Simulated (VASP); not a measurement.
# Ta (P6_3/mmc) in VASP: further runs, part 2 of 2

VASP 6.6.1. The steps go on from the part before.

### Step 3. Single point, PBE

This run uses another cell than the first one, of 10.89 Å³/atom, 0.996 times its volume.

The input, INCAR:

```
SYSTEM = Ta
ALGO = Normal ; EDIFF = 1E-6
ENCUT = 520 ; GGA = PE
ISIF = 2 ; ISMEAR = -1
LASPH = .True. ; LCHARG = .True.
LELF = .True. ; LREAL = .False.
LVHAR = .True. ; LWAVE = .False.
NBANDS = 18 ; NELM = 60
PREC = Accurate ; SIGMA = 0.05
```

The input, KPOINTS:

```
k-points
0
Gamma
  18 18 10
  0 0 0
```

The input, POSCAR:

```
Ta
1.0
    2.4510497823      0.0000000000      0.0000000000
   -1.2255248911      2.1226713774      0.0000000000
    0.0000000000      0.0000000000      4.1866888491
Ta
2
Direct
    0.3333333333      0.6666666667      0.2500000000
    0.6666666667      0.3333333333      0.7500000000
```

Potentials or basis: VASP PAW PBE potentials, release 64 (Ta_pv).

The run is started by

```console
$ cat potpaw_PBE.64/Ta_pv/POTCAR > POTCAR
$ mpirun -np 1 vasp_std > vasp.out
```

OUTCAR:

```text
SYSTEM = Ta
   EDIFF = 1E-6
   ENCUT = 520
   GGA = PE
   ISIF = 2
   ISMEAR = -1
   LASPH = .True.
   LREAL = .False.
   NELM = 60
   PREC = Accurate

 ion  position               nearest neighbor table
   1  0.333  0.667  0.250-   2 2.53   2 2.53   2 2.53   2 2.53   2 2.53   2 2.53   2 3.52   2 3.52
                             2 3.52   2 3.52   2 3.52   2 3.52
   2  0.667  0.333  0.750-   1 2.53   1 2.53   1 2.53   1 2.53   1 2.53   1 2.53   1 3.52   1 3.52
                             1 3.52   1 3.52   1 3.52   1 3.52

  LATTYP: Found a hexagonal cell.
 ALAT       =     2.4510497823
 C/A-ratio  =     1.7081206915

  Lattice vectors:

 A1 = (   2.4510497823,   0.0000000000,   0.0000000000)
 A2 = (  -1.2255248911,   2.1226713774,   0.0000000000)
 A3 = (   0.0000000000,   0.0000000000,   4.1866888491)

Analysis of symmetry for initial positions (statically):
=====================================================================
 Subroutine PRICEL returns:
 Original cell was already a primitive cell.

 Routine SETGRP: Setting up the symmetry group for a
 hexagonal supercell.

 Subroutine GETGRP returns: Found 24 space group operations
 (whereof 12 operations were pure point group operations)
 out of a pool of 24 trial point group operations.

The static configuration has the point symmetry D_3d.
 The point group associated with its full space group is D_6h.

Analysis of symmetry for dynamics (positions and initial velocities):
=====================================================================
 Subroutine PRICEL returns:
 Original cell was already a primitive cell.

 Routine SETGRP: Setting up the symmetry group for a
 hexagonal supercell.

 Subroutine GETGRP returns: Found 24 space group operations
 (whereof 12 operations were pure point group operations)
 out of a pool of 24 trial point group operations.

The dynamic configuration has the point symmetry D_3d.
 The point group associated with its full space group is D_6h.

 Subroutine INISYM returns: Found 24 space group operations
 (whereof 12 operations are pure point group operations),
 and found     1 'primitive' translations

----------------------------------------------------------------------------------------

                                     Primitive cell

  volume of cell :      21.7824

  direct lattice vectors                    reciprocal lattice vectors
     2.451049782  0.000000000  0.000000000     0.407988449  0.235552241  0.000000000
    -1.225524891  2.122671377  0.000000000     0.000000000  0.471104482  0.000000000
     0.000000000  0.000000000  4.186688849     0.000000000  0.000000000  0.238852238

  length of vectors
     2.451049782  2.451049782  4.186688849     0.471104482  0.471104482  0.238852238

  position of ions in fractional coordinates (direct lattice)
     0.333333333  0.666666667  0.250000000
     0.666666667  0.333333333  0.750000000

  ion indices of the primitive-cell ions
   primitive index   ion index
                 1           1
                 2           2

----------------------------------------------------------------------------------------

 KPOINTS: k-points

Automatic generation of k-mesh.
 Grid dimensions read from file:
 generate k-points for:   18   18   10

 Generating k-lattice:

  Cartesian coordinates                     Fractional coordinates (reciprocal lattice)
     0.022666025  0.013086236  0.000000000     0.055555556  0.000000000  0.000000000
     0.000000000  0.026172471  0.000000000     0.000000000  0.055555556  0.000000000
     0.000000000  0.000000000  0.023885224     0.000000000  0.000000000  0.100000000

  Length of vectors
     0.026172471  0.026172471  0.023885224

  Shift w.r.t. Gamma in fractional coordinates (k-lattice)
     0.000000000  0.000000000  0.000000000

 Subroutine IBZKPT returns following result:
 ===========================================

 Found    222 irreducible k-points:

 Following reciprocal coordinates:
            Coordinates               Weight
  0.000000  0.000000  0.000000      1.000000
  0.055556  0.000000  0.000000      6.000000
  0.111111  0.000000  0.000000      6.000000
  0.166667 -0.000000  0.000000      6.000000
  0.222222  0.000000  0.000000      6.000000
  0.277778 -0.000000  0.000000      6.000000
[... 16 lines left out ...]
  0.333333  0.111111  0.000000     12.000000
  0.388889  0.111111  0.000000     12.000000
 [... further k-points ...]
   k-points           NKPTS =    222   k-points in BZ     NKDIM =    222   number of bands    NBANDS=     18
   number of dos      NEDOS =    301   number of ions     NIONS =      2
   total plane-waves  NPLWV =  10368
   dimension x,y,z NGX =    18 NGY =   18 NGZ =   32
   dimension x,y,z NGXF=    36 NGYF=   36 NGZF=   64
   ions per type =               2
   NGX,Y,Z   is equivalent  to a cutoff of  12.21, 12.21, 12.71 a.u.
   NGXF,Y,Z  is equivalent  to a cutoff of  24.42, 24.42, 25.41 a.u.
 SYSTEM =  Ta
   PREC   = accura    normal or accurate (medium, high low for compatibility)
   ISTART =      0    job   : 0-new  1-cont  2-samecut
   ICHARG =      2    charge: 1-file 2-atom 10-const
   ISPIN  =      1    spin polarized calculation?
   LNONCOLLINEAR =      F non collinear calculations
   LSORBIT =      F    spin-orbit coupling
   LASPH  =      T    aspherical Exc in radial PAW
   ENCUT  =  520.0 eV  38.22 Ry    6.18 a.u.   4.56  4.56  7.78*2*pi/ulx,y,z
   NELM   =     60;   NELMIN=  2; NELMDL= -5     # of ELM steps
   EDIFF  = 0.1E-05   stopping-criterion for ELM
   LREAL  =      F    real-space projection
   EDIFFG = 0.1E-04   stopping-criterion for IOM
   NSW    =      0    number of steps for IOM
   IBRION =     -1    ionic relax: 0-MD 1-quasi-New 2-CG
   NFREE  =      0    steps in history (QN), initial steepest desc. (CG)
   ISIF   =      2    stress and relaxation
   ISYM   =      2    0-nonsym 1-usesym 2-fastsym
   POTIM  = 0.5000    time-step for ionic-motion
   TEBEG  =    0.0;   TEEND  =   0.0 temperature during run
   PSTRESS=    0.0 pullay stress
   NELECT =      22.0000    total number of electrons
   NUPDOWN=      -1.0000    fix difference up-down
   EMIN   =  10.00;   EMAX   =-10.00  energy-range for DOS
   EFERMI =   0.00;   METHOD = LEGACY
   ISMEAR =    -1;   SIGMA  =   0.05  broadening in eV -4-tet -1-fermi 0-gaus
   EFERMI_NEDOS =   21; number of points for ismear=-14 and -15
   IALGO  =     38    algorithm
   IMIX   =      4    mixing-type and parameters
     AMIX     =   0.40;   BMIX     =  1.00
     AMIX_MAG =   1.60;   BMIX_MAG =  1.00
  volume/ion in A,a.u.               =      10.89        73.50
  Fermi-wavevector in a.u.,A,eV,Ry     =   1.642532  3.103936 36.707317  2.697912
  Thomas-Fermi vector in A             =   2.732819
   LORBIT       =      0    0 simple, 1 ext, 2 COOP (PROOUT), +10 PAW based schemes
   GGA     = PE    functional components
[... 5 lines left out ...]
 non-spin polarized calculation
  energy-cutoff  :      520.00
  volume of cell :       21.78
 maximum number of plane-waves:       608
   NGX =  9   NGY =  9   NGZ = 15

 number of electron      21.9999996 magnetization

 Free energy of the ion-electron system (eV)
  ---------------------------------------------------
  ext. energy  EPLUGINS =         0.00000000
  ---------------------------------------------------
  free energy    TOTEN  =       -14.15404544 eV

  energy without entropy =      -14.14370584  energy(sigma->0) =      -14.14887564

 E-fermi :  11.1656     XC(G=0): -15.4238

 val. band max:       11.1651885132   @ k =   0.3889   0.1111   0.0000
 cond. band min:      11.1692146464   @ k =   0.0556   0.0556   0.3000
 fundamental gap:      0.0040261333
 Fermi energy:        11.1655564495

 k-point     1 :       0.0000    0.0000    0.0000
  band No.  band energies     occupation
      1     -25.5574      2.00000
      2     -20.9494      2.00000
      3     -20.9494      2.00000
      4     -20.7926      2.00000
      5     -20.4385      2.00000
      6     -20.4385      2.00000
[... 10 lines left out ...]
     17      19.5956      0.00000
     18      19.5956      0.00000
[... 463 lines left out ...]
 k-point    24 :       0.3889    0.1111    0.0000
  band No.  band energies     occupation
      1     -25.2209      2.00000
      2     -24.5160      2.00000
      3     -23.3539      2.00000
      4     -22.5210      2.00000
      5     -21.7960      2.00000
      6     -21.5938      2.00000
[... 10 lines left out ...]
     17      24.7803      0.00000
     18      26.7386      0.00000

 [... further k-points ...]

------------------------ aborting loop because EDIFF is reached ----------------------------------------

  FORCE on cell =-STRESS in cart. coord.  units (eV):
  Direction    XX          YY          ZZ          XY          YZ          ZX
  --------------------------------------------------------------------------------------
  -------------------------------------------------------------------------------------
  Total       37.9608780     37.9608780     37.8854329      0.0000000      0.0000000      0.0000000
  in kB     2792.1661001   2792.1661001   2786.6168262      0.0000001      0.0000000      0.0000000
  external PRESSURE =    2790.3163421 kB  Pullay stress =       0.0000000 kB

 VOLUME and BASIS-vectors are now :
 -----------------------------------------------------------------------------
  energy-cutoff  :      520.00
  volume of cell :       21.78
      direct lattice vectors                 reciprocal lattice vectors
     2.451049782  0.000000000  0.000000000     0.407988449  0.235552241  0.000000000
    -1.225524891  2.122671377  0.000000000     0.000000000  0.471104482  0.000000000
     0.000000000  0.000000000  4.186688849     0.000000000  0.000000000  0.238852238

 POSITION                                       TOTAL-FORCE (eV/Angst)
 -----------------------------------------------------------------------------------
     -0.00000      1.41511      1.04667        -0.000000      0.000000      0.000000
      1.22552      0.70756      3.14002         0.000000     -0.000000      0.000000
 -----------------------------------------------------------------------------------
    total drift:                                0.000000     -0.000000      0.000000

  FREE ENERGIE OF THE ION-ELECTRON SYSTEM (eV)
  ---------------------------------------------------
  free  energy   TOTEN  =       -14.1540454410 eV

  energy  without entropy=      -14.1437058363  energy(sigma->0) =      -14.14887564
```

OSZICAR:

```text
N       E                     dE             d eps       ncg     rms          rms(c)
DAV:   1     0.186163751318E+03    0.18616E+03   -0.13017E+04  8032   0.140E+03
DAV:   2    -0.105650566724E+02   -0.19673E+03   -0.19241E+03  9400   0.390E+02
DAV:   3    -0.148130043285E+02   -0.42479E+01   -0.42014E+01  8938   0.543E+01
DAV:   4    -0.148319073806E+02   -0.18903E-01   -0.18891E-01  9378   0.361E+00
DAV:   5    -0.148320042053E+02   -0.96825E-04   -0.96820E-04  9048   0.220E-01    0.448E+01
DAV:   6    -0.143732369646E+02    0.45877E+00   -0.13941E-01  9004   0.389E+00    0.256E+01
DAV:   7    -0.141546970677E+02    0.21854E+00   -0.21376E-01  8826   0.454E+00    0.352E-01
DAV:   8    -0.141539901864E+02    0.70688E-03   -0.83097E-03  9224   0.880E-01    0.188E-01
DAV:   9    -0.141540528341E+02   -0.62648E-04   -0.22779E-04 10094   0.146E-01    0.591E-02
DAV:  10    -0.141540468250E+02    0.60092E-05   -0.11813E-05  9120   0.365E-02    0.119E-02
DAV:  11    -0.141540455469E+02    0.12780E-05   -0.20982E-07  5086   0.496E-03    0.116E-03
DAV:  12    -0.141540454410E+02    0.10592E-06   -0.42260E-08  4594   0.190E-03
   1 F= -.14154045E+02 E0= -.14148876E+02  d E =-.103396E-01
```

stdout:

```text
POSCAR found type information on POSCAR Ta
 POSCAR found :  1 types and       2 ions
 scaLAPACK will be used
 LDA part: xc-table for (Slater+PW92), standard interpolation
 POSCAR, INCAR and KPOINTS ok, starting setup
 FFT: planning ... GRIDC
 FFT: planning ... GRID_SOFT
 FFT: planning ... GRID
 WAVECAR not read
 entering main loop
```

Run time: 71 s. Hardware: 1 thread of Intel Xeon Platinum 8175M at 2.50GHz (Skylake/Cascade Lake), shared host; peak memory 0.19 GiB.

What came out:

- Free energy: -14.1540 eV
- Pressure: 279.0 GPa
- Band gap on the k mesh: zero (band 11 reaches 14.57 eV, above the bottom of band 12 at 9.40 eV)

Stress tensor (GPa, compression positive):
```
279.22   0.00   0.00
  0.00 279.22   0.00
  0.00   0.00 278.66
```

Caveat: spin-orbit coupling is left out, which moves the levels of the heavy elements.

### Step 4. Single point, PBE

The input, INCAR:

```
PREC = Accurate ; ENCUT = 500
EDIFF = 1E-6 ; ISMEAR = -1
SIGMA = 0.05 ; LREAL = F
LASPH = T ; NELM = 120
ALGO = Normal ; ISIF = 2
LWAVE = F ; LCHARG = F
GGA = PE ; NBANDS = 20
GGA_COMPAT = F
```

The input, KPOINTS:

```
regular mesh
0
Gamma
  18 18 10
```

The input, POSCAR:

```
Ta
1.0
    2.4541920794      0.0000000000      0.0000000000
   -1.2270960397      2.1253926865      0.0000000000
    0.0000000000      0.0000000000      4.1918306016
Ta
2
Direct
    0.3333333333      0.6666666667      0.2500000000
    0.6666666667      0.3333333333      0.7500000000
```

Potentials or basis: VASP PAW PBE potentials, release 64 (Ta_sv_GW).

The run is started by

```console
$ cat potpaw_PBE.64/Ta_sv_GW/POTCAR > POTCAR
$ mpirun -np 1 vasp_std > vasp.out
```

OUTCAR:

```text
PREC = Accurate
   ENCUT = 500
   EDIFF = 1E-6
   ISMEAR = -1
   LREAL = F
   LASPH = T
   NELM = 120
   ISIF = 2
   GGA = PE

 ion  position               nearest neighbor table
   1  0.333  0.667  0.250-   2 2.53   2 2.53   2 2.53   2 2.53   2 2.53   2 2.53
   2  0.667  0.333  0.750-   1 2.53   1 2.53   1 2.53   1 2.53   1 2.53   1 2.53

  LATTYP: Found a hexagonal cell.
 ALAT       =     2.4541920794
 C/A-ratio  =     1.7080287386

  Lattice vectors:

[... 740 lines left out ...]

------------------------ aborting loop because EDIFF is reached ----------------------------------------

  FORCE on cell =-STRESS in cart. coord.  units (eV):
  Direction    XX          YY          ZZ          XY          YZ          ZX
  --------------------------------------------------------------------------------------
  -------------------------------------------------------------------------------------
  Total       36.7772522     36.7772522     36.7501427      0.0000000      0.0000000      0.0000000
  in kB     2694.8736291   2694.8736291   2692.8871663      0.0000000      0.0000000      0.0000000
  external PRESSURE =    2694.2114748 kB  Pullay stress =       0.0000000 kB

 VOLUME and BASIS-vectors are now :
 -----------------------------------------------------------------------------
  energy-cutoff  :      500.00
  volume of cell :       21.87
      direct lattice vectors                 reciprocal lattice vectors
     2.454192079  0.000000000  0.000000000     0.407466069  0.235250645  0.000000000
    -1.227096040  2.125392687  0.000000000     0.000000000  0.470501290  0.000000000
     0.000000000  0.000000000  4.191830602     0.000000000  0.000000000  0.238559258

 POSITION                                       TOTAL-FORCE (eV/Angst)
 -----------------------------------------------------------------------------------
     -0.00000      1.41693      1.04796        -0.000000      0.000000      0.000000
      1.22710      0.70846      3.14387         0.000000     -0.000000      0.000000
 -----------------------------------------------------------------------------------
    total drift:                               -0.000000      0.000000     -0.000000

  FREE ENERGIE OF THE ION-ELECTRON SYSTEM (eV)
  ---------------------------------------------------
  free  energy   TOTEN  =       -19.4149771296 eV

  energy  without entropy=      -19.4044390148  energy(sigma->0) =      -19.40970807
```

OSZICAR:

```text
N       E                     dE             d eps       ncg     rms          rms(c)
DAV:   1     0.210270478116E+03    0.21027E+03   -0.17399E+04  9024   0.133E+03
DAV:   2    -0.960796025163E+01   -0.21988E+03   -0.21451E+03 11516   0.379E+02
DAV:   3    -0.194170819963E+02   -0.98091E+01   -0.97454E+01 10472   0.733E+01
DAV:   4    -0.197382157835E+02   -0.32113E+00   -0.32111E+00 10208   0.109E+01
DAV:   5    -0.197490409982E+02   -0.10825E-01   -0.10825E-01 10240   0.181E+00    0.193E+02
DAV:   6    -0.194647992449E+02    0.28424E+00   -0.36373E-01  9844   0.514E+00    0.113E+02
DAV:   7    -0.194219183717E+02    0.42881E-01   -0.52044E-01 11444   0.576E+00    0.209E+01
DAV:   8    -0.194135340749E+02    0.83843E-02   -0.31722E-02  9432   0.156E+00    0.768E+00
DAV:   9    -0.194148681948E+02   -0.13341E-02   -0.27811E-03  9768   0.610E-01    0.147E+00
DAV:  10    -0.194149623609E+02   -0.94166E-04   -0.21823E-04  9744   0.169E-01    0.151E+00
DAV:  11    -0.194149762999E+02   -0.13939E-04   -0.21767E-06  7916   0.143E-02    0.207E-01
DAV:  12    -0.194149771296E+02   -0.82963E-06   -0.35724E-07  4924   0.635E-03
   1 F= -.19414977E+02 E0= -.19409708E+02  d E =-.105381E-01
```

stdout:

```text
POSCAR found type information on POSCAR Ta
 POSCAR found :  1 types and       2 ions
 scaLAPACK will be used
 LDA part: xc-table for (Slater+PW92), standard interpolation
 POSCAR, INCAR and KPOINTS ok, starting setup
 FFT: planning ... GRIDC
 FFT: planning ... GRID_SOFT
 FFT: planning ... GRID
 WAVECAR not read
 entering main loop
```

It took 35 s on 1 thread of AMD EPYC 9R45 (Zen 5), shared host; peak memory 0.17 GiB.

What came out:

| Item | Value |
| --- | --- |
| Free energy | -19.4150 eV |
| Pressure | 269.4 GPa |
| Band gap on the k mesh | zero (band 13 reaches 22.71 eV, above the bottom of band 14 at 17.59 eV) |

Caveat: spin-orbit coupling is left out, which moves the levels of the heavy elements.

### Step 5. The runs side by side

| potentials or basis | cell | cutoff (eV) | second run | gap on the mesh (eV) | pressure (GPa) |
| --- | --- | --- | --- | --- | --- |
| VASP PAW PBE potentials, release 64 (Ta_pv) | a = 2.454, b = 2.454, c = 4.192 Å, angles 90.0, 90.0, 120.0°, 2 atoms | 520 | - | none | 275.0 |
| VASP PAW PBE potentials, release 64 (Ta_pv) | a = 2.451, b = 2.451, c = 4.187 Å, angles 90.0, 90.0, 120.0°, 2 atoms | 520 | - | none | 279.0 |
| VASP PAW PBE potentials, release 64 (Ta_sv_GW) | a = 2.454, b = 2.454, c = 4.192 Å, angles 90.0, 90.0, 120.0°, 2 atoms | 500 | valence_matched | none | 269.4 |

Alike in all rows: task single point; level PBE; no spin polarisation; k mesh 18 × 18 × 10; smearing fermi-dirac 0.05 eV.

Caveats: spin-orbit coupling is left out, which moves the levels of the heavy elements.

Absolute energies hang on the potentials; compare differences alone.
